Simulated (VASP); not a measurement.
Ir, 1 atom in the cell. The typed cell holds 1 atom: a = 2.639 Å, b = 2.639 Å, c = 3.047 Å, α = 54.73°, β = 54.73°, γ = 70.53°.  This cell differs from its parent crystal: ratio of the length along z to the lengths across it x 0.707, volume and fractional coordinates fixed.

| Item | Value |
| --- | --- |
| Program | VASP 6.6.1 |
| Task | single point |
| Functional | PBE |
| Potentials or basis | VASP PAW PBE potentials, release 64 (Ir) |
| Cutoff | 520 eV |
| k mesh | 24 × 24 × 24 |
| Occupations | gaussian, width 0.15 eV |
| Spin | no spin polarisation |
| Dipole correction | no |
| Further INCAR settings | ALGO = Fast; EDIFF = 1e-06; NBANDS = 10 |

Potentials or basis: VASP PAW PBE potentials, release 64 (Ir).

Launch:

```console
$ cat potpaw_PBE.64/Ir/POTCAR > POTCAR
$ mpirun -np 1 vasp_std > vasp.out
```

Hardware: 1 thread of Intel(R) Xeon(R) Platinum 8488C (Sapphire Rapids), on a shared host.

Problem. How long does it take, and how much memory?

Solution. Wall time 2.4 min on 1 thread of Intel(R) Xeon(R) Platinum 8488C (Sapphire Rapids) (shared host), peak memory 0.27 GiB. Counts: scf iterations 15, k points 1063.
